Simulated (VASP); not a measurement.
A run of VASP 6.6.1:

File INCAR:

```
PREC = Accurate
ENCUT = 520
EDIFF = 1E-6
ISMEAR = 0
SIGMA = 0.05
LREAL = F
LASPH = T
NELM = 80
ALGO = Normal
ISIF = 2
LWAVE = F
LCHARG = T
GGA = PE
LELF = T
LVHAR = T
NBANDS = 16
```

KPOINTS

```
regular mesh
0
Gamma
  10 10 10
```

The input POSCAR:

```
GaP
1.0
    0.0000000000      2.8301135452      2.6037044616
    2.8301135452      0.0000000000      2.6037044616
    2.8301135452      2.8301135452      0.0000000000
Ga P
1 1
Direct
    0.0000000000      0.0000000000      0.0000000000
    0.7500000000      0.7500000000      0.7500000000
```

Potentials or basis: VASP PAW PBE potentials, release 64 (Ga_d, P).

The run is started by

```bash
$ cat potpaw_PBE.64/Ga_d/POTCAR potpaw_PBE.64/P/POTCAR > POTCAR
$ mpirun -np 1 vasp_std > vasp.out
```

Hardware: 1 thread of Intel(R) Xeon(R) Platinum 8259CL CPU @ 2.50GHz (Skylake/Cascade Lake) (shared host).

**Question.** Estimate the wall time of this run.

**Answer.** Wall time 59 s on 1 thread of Intel(R) Xeon(R) Platinum 8259CL CPU @ 2.50GHz (Skylake/Cascade Lake), on a shared host, peak memory 0.21 GiB. Counts: scf iterations 12, k points 102.
